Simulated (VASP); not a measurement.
Input of a VASP 6.6.1 run:

File INCAR:

```
SYSTEM = C
PREC = Accurate
ENCUT = 600
EDIFF = 1E-7
ISMEAR = -1
SIGMA = 0.1
LREAL = .False.
LASPH = .True.
NELM = 80
ALGO = Normal
ISIF = 3
LWAVE = .False.
LCHARG = .False.
GGA = CA
IBRION = 2
NSW = 32
EDIFFG = -0.005
PSTRESS = 240.0
```

The input KPOINTS:

```
Automatic mesh
0
Gamma
  23 23 23
  0 0 0
```

File POSCAR:

```
C
1.0
    0.0000000000      1.4528118388      1.4528118388
    1.4528118388      0.0000000000      1.4528118388
    1.4528118388      1.4528118388      0.0000000000
C
1
Direct
    0.0000000000      0.0000000000      0.0000000000
```

Potentials or basis: VASP PAW LDA potentials, release 64 (C).

Run with:

```bash
$ cat potpaw_LDA.64/C/POTCAR > POTCAR
$ mpirun -np 1 vasp_std > vasp.out
```

Estimate the band gap on the k mesh.

zero (bands 2 and 3 overlap by 12.75 eV).

What does it give for the space group after relaxing (to 0.1 Å)?

Fm-3m (No. 225).

Step by step:
```
step  energy change (eV)  largest force (eV/Å)  pressure (GPa)  volume (Å³)
   1              0.0000                0.0000           24.45         6.13
   2             -0.0023                0.0000           23.81         6.15
   3             -0.0016                0.0000           24.00         6.14
```

Caveat: the cell is relaxed towards a set pressure, so the run minimises the enthalpy, not the energy.
